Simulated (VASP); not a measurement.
The system is H.

```
H
1.0
     2.64964    0.00000    0.00000
     0.00000    2.64964    0.00000
     0.00000    0.00000    0.98049
H
1
Direct
  0.00000 0.00000 0.50000
```

Base run:

* Program: VASP 6.6.1
* Functional: BLYP
* Potentials or basis: VASP PAW PBE potentials, release 64 (H)
* Cutoff: 500 eV
* k mesh: 8 × 8 × 22
* Occupations: gaussian, width 0.1 eV
* Spin: no spin polarisation

Its results: band gap on the k mesh zero (an odd number of electrons rules out a gap without spin polarisation); pressure 1.6 GPa.

The run is repeated on the same cell with these changes: functional from BLYP to revPBE. What comes out?

Band gap on the k mesh zero (an odd number of electrons rules out a gap without spin polarisation); pressure 2.0 GPa.

Caveats: the PAW data sets were made with another functional, which shifts forces and pressure a little.
